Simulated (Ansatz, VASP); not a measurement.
Two plane-wave programs on Cu

```
CELL_PARAMETERS angstrom
0.00000 0.00000 -4.11652
-3.78089 -2.18290 0.00000
0.00000 4.36579 0.00000
ATOMIC_POSITIONS crystal
Cu 0.75000 0.66667 0.66667
Cu 0.75000 0.00000 0.33333
Cu 0.75000 0.33333 0.00000
Cu 0.25000 0.33333 0.33333
Cu 0.25000 0.66667 0.00000
Cu 0.25000 0.00000 0.66667
```

Alike in both runs: task relaxation of cell and atoms; functional PBEsol; k mesh 8 × 12 × 12; occupations gaussian, width 0.1 eV; no spin polarisation.

|  | VASP | Ansatz |
| --- | --- | --- |
| version | VASP 6.6.1 | Ansatz 0.2.0 |
| potentials or method | VASP PAW PBE potentials, release 64 (Cu), cutoff 600 eV | scalar-relativistic, plane waves, PAW |
| valence electrons in the cell | 66 | 114 |

Ansatz gave:

* gap on the k mesh at the Fermi level, each at its own relaxed structure (eV): none
* relaxed volume (Å³/atom): 11.32
* relaxed cell length with the largest relative difference (Å): 4.135

Task: Estimate VASP's values.

Result: gap on the k mesh at the Fermi level, each at its own relaxed structure (eV): none; relaxed volume (Å³/atom): 11.38; relaxed cell length with the largest relative difference (Å): 4.142.

VASP's potentials were made for PBE, not for PBEsol. A gap of «none» marks a metal or a gap that the smearing closes. VASP's potentials hold 66 valence electrons a cell and Ansatz's 114, so a difference there can come from the potentials and not from the codes.
